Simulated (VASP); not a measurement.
# GeS (Pnma) in VASP: a series of runs

Aim: see how the results for GeS move with the level of theory and the settings. Levels: PBE, LDA, r2SCAN+rVV10, PBE+D4, PBE+D3(BJ). Tasks: single point.

Program: VASP 6.6.1. These are calculated values, not measurements. Logs are shortened: lines on timing, memory, paths and dates and some standing lists are left out, and cuts for length are marked.

## Step 1: The cell of the first run

Symmetry: Pnma, No. 62, orthorhombic system. Conventional cell: a = 10.608 Å, b = 3.608 Å, c = 4.422 Å, α = 90.00°, β = 90.00°, γ = 90.00°. Within 3.2 Å of Ge (site symmetry m) lie 3 S at 2.42 to 2.44 Å. Within 3.2 Å of S (site symmetry m) lie 3 Ge at 2.42 to 2.44 Å.

## Step 2: Single point, PBE

File INCAR:

```
ALGO = Normal
EDIFF = 1E-6
ENCUT = 500
GGA = PE
GGA_COMPAT = False
ISIF = 2
ISMEAR = -1
LASPH = True
LCHARG = False
LREAL = False
LWAVE = False
NBANDS = 50
NELM = 120
PREC = Accurate
SIGMA = 0.02
```

File KPOINTS:

```
k-points
0
Gamma
  4 8 6
```

File POSCAR:

```
GeS
1.0
   10.6078054202      0.0000000000      0.0000000000
    0.0000000000      3.6081036216      0.0000000000
    0.0000000000      0.0000000000      4.4223352564
Ge S
4 4
Direct
    0.1250788433      0.2500000000      0.1282278303
    0.3749211567      0.7500000000      0.6282278303
    0.6250788433      0.2500000000      0.3717721697
    0.8749211567      0.7500000000      0.8717721697
    0.8472275933      0.2500000000      0.5118733973
    0.6527724067      0.7500000000      0.0118733973
    0.3472275933      0.2500000000      0.9881266027
    0.1527724067      0.7500000000      0.4881266027
```

Potentials or basis: VASP PAW PBE potentials, release 64 (Ge_d, S).

Run with:

```console
cat potpaw_PBE.64/Ge_d/POTCAR potpaw_PBE.64/S/POTCAR > POTCAR
mpirun -np 1 vasp_std > vasp.out
```

OUTCAR:

```text
EDIFF = 1E-6
   ENCUT = 500
   GGA = PE
   ISIF = 2
   ISMEAR = -1
   LASPH = True
   LREAL = False
   NELM = 120
   PREC = Accurate

 ion  position               nearest neighbor table
   1  0.125  0.250  0.128-   8 2.42   8 2.42   7 2.44
   2  0.375  0.750  0.628-   7 2.42   7 2.42   8 2.44
   3  0.625  0.250  0.372-   6 2.42   6 2.42   5 2.44
   4  0.875  0.750  0.872-   5 2.42   5 2.42   6 2.44
   5  0.847  0.250  0.512-   4 2.42   4 2.42   3 2.44
   6  0.653  0.750  0.012-   3 2.42   3 2.42   4 2.44
   7  0.347  0.250  0.988-   2 2.42   2 2.42   1 2.44
   8  0.153  0.750  0.488-   1 2.42   1 2.42   2 2.44

  LATTYP: Found a simple orthorhombic cell.
 ALAT       =     3.6081036216
 B/A-ratio  =     1.2256674753
 C/A-ratio  =     2.9399946711

  Lattice vectors:

 A1 = (   0.0000000000,   3.6081036216,   0.0000000000)
 A2 = (   0.0000000000,   0.0000000000,   4.4223352564)
 A3 = (  10.6078054202,   0.0000000000,   0.0000000000)

Analysis of symmetry for initial positions (statically):
=====================================================================
 Subroutine PRICEL returns:
 Original cell was already a primitive cell.

 Routine SETGRP: Setting up the symmetry group for a
 simple orthorhombic supercell.

 Subroutine GETGRP returns: Found  8 space group operations
 (whereof  2 operations were pure point group operations)
 out of a pool of  8 trial point group operations.

The static configuration has the point symmetry S_2 .
 The point group associated with its full space group is D_2h.

Analysis of symmetry for dynamics (positions and initial velocities):
=====================================================================
 Subroutine PRICEL returns:
 Original cell was already a primitive cell.

 Routine SETGRP: Setting up the symmetry group for a
 simple orthorhombic supercell.

 Subroutine GETGRP returns: Found  8 space group operations
 (whereof  2 operations were pure point group operations)
 out of a pool of  8 trial point group operations.

The dynamic configuration has the point symmetry S_2 .
 The point group associated with its full space group is D_2h.

 Subroutine INISYM returns: Found  8 space group operations
 (whereof  2 operations are pure point group operations),
 and found     1 'primitive' translations

----------------------------------------------------------------------------------------

                                     Primitive cell

  volume of cell :     169.2607

  direct lattice vectors                    reciprocal lattice vectors
    10.607805420  0.000000000  0.000000000     0.094270206  0.000000000  0.000000000
     0.000000000  3.608103622  0.000000000     0.000000000  0.277153903  0.000000000
     0.000000000  0.000000000  4.422335256     0.000000000  0.000000000  0.226124873

  length of vectors
    10.607805420  3.608103622  4.422335256     0.094270206  0.277153903  0.226124873

  position of ions in fractional coordinates (direct lattice)
     0.125078843  0.250000000  0.128227830
     0.374921157  0.750000000  0.628227830
     0.625078843  0.250000000  0.371772170
     0.874921157  0.750000000  0.871772170
     0.847227593  0.250000000  0.511873397
     0.652772407  0.750000000  0.011873397
     0.347227593  0.250000000  0.988126603
     0.152772407  0.750000000  0.488126603

  ion indices of the primitive-cell ions
   primitive index   ion index
                 1           1
                 2           2
                 3           3
                 4           4
                 5           5
                 6           6
                 7           7
                 8           8

----------------------------------------------------------------------------------------

 KPOINTS: k-points

Automatic generation of k-mesh.
 Grid dimensions read from file:
 generate k-points for:    4    8    6

 Generating k-lattice:

  Cartesian coordinates                     Fractional coordinates (reciprocal lattice)
     0.023567551  0.000000000  0.000000000     0.250000000  0.000000000  0.000000000
     0.000000000  0.034644238  0.000000000     0.000000000  0.125000000  0.000000000
     0.000000000  0.000000000  0.037687479     0.000000000  0.000000000  0.166666667

  Length of vectors
     0.023567551  0.034644238  0.037687479

  Shift w.r.t. Gamma in fractional coordinates (k-lattice)
     0.000000000  0.000000000  0.000000000

 Subroutine IBZKPT returns following result:
 ===========================================

 Found     60 irreducible k-points:

 Following reciprocal coordinates:
            Coordinates               Weight
  0.000000  0.000000  0.000000      1.000000
  0.250000  0.000000  0.000000      2.000000
  0.500000  0.000000  0.000000      1.000000
  0.000000  0.125000  0.000000      2.000000
  0.250000  0.125000  0.000000      4.000000
  0.500000  0.125000  0.000000      2.000000
[... 16 lines left out ...]
  0.250000  0.250000  0.166667      8.000000
  0.500000  0.250000  0.166667      4.000000
 [... further k-points ...]
   k-points           NKPTS =     60   k-points in BZ     NKDIM =     60   number of bands    NBANDS=     50
   number of dos      NEDOS =    301   number of ions     NIONS =      8
   total plane-waves  NPLWV =  71680
   dimension x,y,z NGX =    80 NGY =   28 NGZ =   32
   dimension x,y,z NGXF=   160 NGYF=   56 NGZF=   64
   ions per type =               4   4
   NGX,Y,Z   is equivalent  to a cutoff of  12.54, 12.90, 12.03 a.u.
   NGXF,Y,Z  is equivalent  to a cutoff of  25.08, 25.80, 24.06 a.u.
 SYSTEM =  unknown system
   PREC   = accura    normal or accurate (medium, high low for compatibility)
   ISTART =      0    job   : 0-new  1-cont  2-samecut
   ICHARG =      2    charge: 1-file 2-atom 10-const
   ISPIN  =      1    spin polarized calculation?
   LNONCOLLINEAR =      F non collinear calculations
   LSORBIT =      F    spin-orbit coupling
   LASPH  =      T    aspherical Exc in radial PAW
   ENCUT  =  500.0 eV  36.75 Ry    6.06 a.u.  19.34  6.58  8.06*2*pi/ulx,y,z
   NELM   =    120;   NELMIN=  2; NELMDL= -5     # of ELM steps
   EDIFF  = 0.1E-05   stopping-criterion for ELM
   LREAL  =      F    real-space projection
   EDIFFG = 0.1E-04   stopping-criterion for IOM
   NSW    =      0    number of steps for IOM
   IBRION =     -1    ionic relax: 0-MD 1-quasi-New 2-CG
   NFREE  =      0    steps in history (QN), initial steepest desc. (CG)
   ISIF   =      2    stress and relaxation
   ISYM   =      2    0-nonsym 1-usesym 2-fastsym
   POTIM  = 0.5000    time-step for ionic-motion
   TEBEG  =    0.0;   TEEND  =   0.0 temperature during run
   PSTRESS=    0.0 pullay stress
   NELECT =      80.0000    total number of electrons
   NUPDOWN=      -1.0000    fix difference up-down
   EMIN   =  10.00;   EMAX   =-10.00  energy-range for DOS
   EFERMI =   0.00;   METHOD = LEGACY
   ISMEAR =    -1;   SIGMA  =   0.02  broadening in eV -4-tet -1-fermi 0-gaus
   EFERMI_NEDOS =   21; number of points for ismear=-14 and -15
   IALGO  =     38    algorithm
   IMIX   =      4    mixing-type and parameters
     AMIX     =   0.40;   BMIX     =  1.00
     AMIX_MAG =   1.60;   BMIX_MAG =  1.00
  volume/ion in A,a.u.               =      21.16       142.78
  Fermi-wavevector in a.u.,A,eV,Ry     =   1.275223  2.409822 22.125704  1.626193
  Thomas-Fermi vector in A             =   2.407947
   LORBIT       =      0    0 simple, 1 ext, 2 COOP (PROOUT), +10 PAW based schemes
   GGA     = PE    functional components
   LHFCALC =     F    Hartree Fock is set to
   AEXX    =    0.0000 exact exchange contribution
   IVDW    =     0    specifies the selected vdW correction
   LEPSILON=     F    determine dielectric tensor
   LRPA    =     F    only Hartree local field effects (RPA)
 non-spin polarized calculation
  energy-cutoff  :      500.00
  volume of cell :      169.26
 maximum number of plane-waves:      4338
 NGX is ok and might be reduce to    80
   NGX = 39   NGY = 13   NGZ = 17

 number of electron      80.0000015 magnetization

 Free energy of the ion-electron system (eV)
  ---------------------------------------------------
  ext. energy  EPLUGINS =         0.00000000
  ---------------------------------------------------
  free energy    TOTEN  =       -36.60019537 eV

  energy without entropy =      -36.60019537  energy(sigma->0) =      -36.60019537

 E-fermi :   5.2148     XC(G=0):  -9.9398

 val. band max:        4.8167379846   @ k =   0.0000   0.0000   0.0000
 cond. band min:       5.9176360430   @ k =   0.0000   0.0000   0.0000
 fundamental gap:      1.1008980584
 Fermi energy:         5.2148089823

 k-point     1 :       0.0000    0.0000    0.0000
  band No.  band energies     occupation
      1     -19.6950      2.00000
      2     -19.6920      2.00000
      3     -19.6869      2.00000
      4     -19.6848      2.00000
      5     -19.6829      2.00000
      6     -19.6817      2.00000
[... 42 lines left out ...]
     49      10.2995      0.00000
     50      10.7852      0.00000

 k-point     2 :       0.2500    0.0000    0.0000
  band No.  band energies     occupation
      1     -19.6946      2.00000
      2     -19.6926      2.00000
      3     -19.6865      2.00000
      4     -19.6850      2.00000
      5     -19.6828      2.00000
      6     -19.6820      2.00000
[... 42 lines left out ...]
     49      10.4679      0.00000
     50      10.4969      0.00000

 k-point     3 :       0.5000    0.0000    0.0000
  band No.  band energies     occupation
      1     -19.6937      2.00000
      2     -19.6937      2.00000
      3     -19.6857      2.00000
      4     -19.6857      2.00000
      5     -19.6825      2.00000
      6     -19.6825      2.00000
[... 1102 lines left out ...]
     49       9.2445      0.00000
     50       9.9434      0.00000

 k-point    24 :       0.5000    0.2500    0.1667
  band No.  band energies     occupation
      1     -19.6893      2.00000
      2     -19.6893      2.00000
      3     -19.6868      2.00000
      4     -19.6868      2.00000
      5     -19.6813      2.00000
      6     -19.6813      2.00000
[... 42 lines left out ...]
     49       9.5582      0.00000
     50       9.5583      0.00000

 [... further k-points ...]

------------------------ aborting loop because EDIFF is reached ----------------------------------------

  FORCE on cell =-STRESS in cart. coord.  units (eV):
  Direction    XX          YY          ZZ          XY          YZ          ZX
  --------------------------------------------------------------------------------------
  -------------------------------------------------------------------------------------
  Total        2.1895498      2.7048697      2.2441228      0.0000000     -0.0000000      0.0000000
  in kB       20.7256992     25.6035819     21.2422729      0.0000000     -0.0000000      0.0000000
  external PRESSURE =      22.5238514 kB  Pullay stress =       0.0000000 kB

 VOLUME and BASIS-vectors are now :
 -----------------------------------------------------------------------------
  energy-cutoff  :      500.00
  volume of cell :      169.26
      direct lattice vectors                 reciprocal lattice vectors
    10.607805420  0.000000000  0.000000000     0.094270206  0.000000000  0.000000000
     0.000000000  3.608103622  0.000000000     0.000000000  0.277153903  0.000000000
     0.000000000  0.000000000  4.422335256     0.000000000  0.000000000  0.226124873

 POSITION                                       TOTAL-FORCE (eV/Angst)
 -----------------------------------------------------------------------------------
      1.32681      0.90203      0.56707        -0.197268      0.000000     -0.181921
      3.97709      2.70608      2.77823         0.197268      0.000000     -0.181921
      6.63071      0.90203      1.64410        -0.197268     -0.000000      0.181921
      9.28099      2.70608      3.85527         0.197268     -0.000000      0.181921
      8.98723      0.90203      2.26368         0.108243      0.000000     -0.193804
      6.92448      2.70608      0.05251        -0.108243     -0.000000     -0.193804
      3.68332      0.90203      4.36983         0.108243      0.000000      0.193804
      1.62058      2.70608      2.15866        -0.108243     -0.000000      0.193804
 -----------------------------------------------------------------------------------
    total drift:                               -0.000000     -0.000000      0.000000

  FREE ENERGIE OF THE ION-ELECTRON SYSTEM (eV)
  ---------------------------------------------------
  free  energy   TOTEN  =       -36.6001953697 eV

  energy  without entropy=      -36.6001953697  energy(sigma->0) =      -36.60019537
```

Wall time 3.3 min (1 thread of Intel Xeon 6975P-C (Granite Rapids), shared host); peak memory 0.48 GiB.

What came out:

| Quantity | Value |
| --- | --- |
| Free energy | -36.6002 eV |
| Pressure | 2.3 GPa |
| Largest force | 0.268 eV/Å |
| Band gap on the k mesh | 1.10 eV |

Forces in eV/Å, atoms in the order of the input:
```
Ge  -0.197  0.000 -0.182
Ge   0.197  0.000 -0.182
Ge  -0.197  0.000  0.182
Ge   0.197  0.000  0.182
S    0.108  0.000 -0.194
S   -0.108  0.000 -0.194
S    0.108  0.000  0.194
S   -0.108  0.000  0.194
```

Stress tensor (GPa, compression positive):
```
2.07 0.00 0.00
0.00 2.56 0.00
0.00 0.00 2.12
```

Levels at points of the mesh, in eV from the valence-band top:
```csv
k point,band 36,band 37,band 38,band 39,band 40,band 41,band 42,band 43,band 44,band 45
"(0.00, 0.00, 0.00)",-2.20,-1.78,-1.00,-0.93,0.00,1.10,2.30,2.60,2.91,2.99
"(0.50, 0.00, 0.00)",-2.11,-1.97,-1.97,-0.45,-0.45,2.20,2.20,2.45,2.45,3.64
"(0.00, 0.50, 0.00)",-2.46,-1.68,-1.68,-1.31,-1.31,1.37,1.37,1.49,1.49,2.39
"(0.50, 0.50, 0.00)",-2.66,-1.66,-1.66,-1.66,-1.66,1.66,1.66,1.66,1.66,2.60
"(0.00, 0.00, 0.50)",-1.88,-1.18,-1.18,-0.34,-0.34,1.71,1.71,2.48,2.48,2.91
"(0.50, 0.00, 0.50)",-2.37,-0.99,-0.99,-0.37,-0.37,1.71,1.71,2.30,2.30,3.11
"(0.00, 0.50, 0.50)",-3.77,-2.09,-2.09,-1.44,-1.44,3.03,3.03,3.05,3.05,4.63
"(0.50, 0.50, 0.50)",-4.25,-1.49,-1.49,-1.49,-1.49,2.74,2.74,2.74,2.74,4.50
```

A k mesh can miss the band edges.

## Step 3: Single point, LDA

File INCAR:

```
PREC     = Accurate       # precision mode
ENCUT    = 500            # plane-wave cutoff, eV
EDIFF    = 1E-6           # SCF threshold, eV
ISMEAR   = 0              # smearing method
SIGMA    = 0.01           # smearing width, eV
LREAL    = F              # projectors in reciprocal space
LASPH    = T              # aspherical terms in the spheres
NELM     = 120            # most SCF steps
ALGO     = Normal         # electronic algorithm
ISIF     = 2              # what is computed and relaxed
LWAVE    = F              # write WAVECAR
LCHARG   = F              # write CHGCAR
GGA      = CA             # functional
NBANDS   = 50             # bands
GGA_COMPAT= F
```

File KPOINTS:

```
regular mesh
0
Gamma
  4 8 6
```

POSCAR is that of step 2.

Potentials or basis: VASP PAW LDA potentials, release 64 (Ge_d, S).

Run with:

```console
cat potpaw_LDA.64/Ge_d/POTCAR potpaw_LDA.64/S/POTCAR > POTCAR
mpirun -np 1 vasp_std > vasp.out
```

It took 9.1 min on 1 thread of Intel Xeon 8259CL, shared host; peak memory 0.44 GiB.

Results (log left out):

```yaml
Free_energy: -41.6919 eV
Pressure: -2.6 GPa
Largest_force: 0.074 eV/Å
Band_gap_on_the_k_mesh: 1.00 eV
```

Forces on the atoms (eV/Å):
```
Ge  -0.045  0.000 -0.051
Ge   0.045  0.000 -0.051
Ge  -0.045  0.000  0.051
Ge   0.045  0.000  0.051
S    0.013  0.000 -0.073
S   -0.013  0.000 -0.073
S    0.013  0.000  0.073
S   -0.013  0.000  0.073
```

Stress tensor (GPa, compression positive):
```
-2.66  0.00  0.00
 0.00 -2.39  0.00
 0.00  0.00 -2.75
```

Levels at points of the mesh, in eV from the valence-band top:
| k point | band 37 | band 38 | band 39 | band 40 | band 41 | band 42 | band 43 | band 44 |
| --- | --- | --- | --- | --- | --- | --- | --- | --- |
| (0.00, 0.00, 0.00) | -1.74 | -1.00 | -0.95 | 0.00 | 1.00 | 2.20 | 2.49 | 2.80 |
| (0.50, 0.00, 0.00) | -1.94 | -1.94 | -0.45 | -0.45 | 2.10 | 2.10 | 2.36 | 2.36 |
| (0.00, 0.50, 0.00) | -1.70 | -1.70 | -1.32 | -1.32 | 1.27 | 1.27 | 1.39 | 1.39 |
| (0.50, 0.50, 0.00) | -1.69 | -1.69 | -1.69 | -1.69 | 1.56 | 1.56 | 1.56 | 1.56 |
| (0.00, 0.00, 0.50) | -1.20 | -1.20 | -0.38 | -0.38 | 1.61 | 1.61 | 2.40 | 2.40 |
| (0.50, 0.00, 0.50) | -0.99 | -0.99 | -0.40 | -0.40 | 1.61 | 1.61 | 2.21 | 2.21 |
| (0.00, 0.50, 0.50) | -2.10 | -2.10 | -1.45 | -1.45 | 2.95 | 2.95 | 2.99 | 2.99 |
| (0.50, 0.50, 0.50) | -1.49 | -1.49 | -1.49 | -1.49 | 2.65 | 2.65 | 2.65 | 2.65 |

A k mesh can miss the band edges.

## Step 4: Single point, r2SCAN+rVV10

POSCAR is that of step 3.

File INCAR.step1:

```
ALGO = Normal
EDIFF = 1E-5
ENCUT = 550
GGA = PE
GGA_COMPAT = False
ISMEAR = -1
LASPH = True
LCHARG = False
LREAL = False
LWAVE = True
NBANDS = 50
NELM = 120
PREC = Accurate
SIGMA = 0.02
```

File INCAR.step2:

```
ALGO = Normal
BPARAM = 11.95
CPARAM = 0.0093
EDIFF = 1E-6
ENCUT = 550
GGA_COMPAT = False
ISIF = 2
ISMEAR = -1
ISTART = 1
IVDW_NL = 2
LASPH = True
LCHARG = True
LELF = True
LMIXTAU = True
LREAL = False
LUSE_VDW = True
LVHAR = True
LWAVE = False
METAGGA = R2SCAN
NBANDS = 50
NELM = 120
PREC = Accurate
SIGMA = 0.02
```

File KPOINTS:

```
k-points
0
Gamma
  2 6 6
```

Potentials or basis: VASP PAW PBE potentials, release 64 (Ge_d, S).

Run with:

```console
cat potpaw_PBE.64/Ge_d/POTCAR potpaw_PBE.64/S/POTCAR > POTCAR
cp INCAR.step1 INCAR
mpirun -np 1 vasp_std > vasp.out
cp INCAR.step2 INCAR
mpirun -np 1 vasp_std > vasp.out
```

It took 13 min on 1 thread of AMD EPYC 9R45 (Zen 5), shared host; peak memory 0.71 GiB.

The run converged. Its results:

```
Free energy            : -87.4835 eV
Pressure               : -0.1 GPa
Largest force          : 0.010 eV/Å
Band gap on the k mesh : 1.27 eV
```

Forces in eV/Å, atoms in the order of the input:
```
Ge   0.009  0.000  0.005
Ge  -0.009  0.000  0.005
Ge   0.009  0.000 -0.005
Ge  -0.009  0.000 -0.005
S    0.002  0.000 -0.002
S   -0.002  0.000 -0.002
S    0.002  0.000  0.002
S   -0.002  0.000  0.002
```

Levels at points of the mesh, in eV from the valence-band top:
```tsv
k point	band 36	band 37	band 38	band 39	band 40	band 41	band 42	band 43	band 44	band 45
(0.00, 0.00, 0.00)	-2.35	-1.94	-1.09	-0.97	0.00	1.27	2.52	2.88	3.23	3.23
(0.50, 0.00, 0.00)	-2.21	-2.13	-2.13	-0.48	-0.48	2.40	2.40	2.72	2.72	3.89
(0.00, 0.50, 0.00)	-2.63	-1.78	-1.78	-1.36	-1.36	1.64	1.64	1.71	1.71	2.60
(0.50, 0.50, 0.00)	-2.83	-1.73	-1.73	-1.73	-1.73	1.90	1.90	1.90	1.90	2.83
(0.00, 0.00, 0.50)	-2.03	-1.22	-1.22	-0.32	-0.32	1.97	1.97	2.75	2.75	3.16
(0.50, 0.00, 0.50)	-2.55	-1.06	-1.06	-0.34	-0.34	1.97	1.97	2.57	2.57	3.30
(0.00, 0.50, 0.50)	-3.98	-2.20	-2.20	-1.53	-1.53	3.28	3.28	3.31	3.31	4.92
(0.50, 0.50, 0.50)	-4.47	-1.60	-1.60	-1.60	-1.60	3.00	3.00	3.00	3.00	4.79
```

Caveat: the PAW data sets were made with another functional, which shifts forces and pressure a little. A k mesh can miss the band edges.

(Continued in part 2 of 2.)
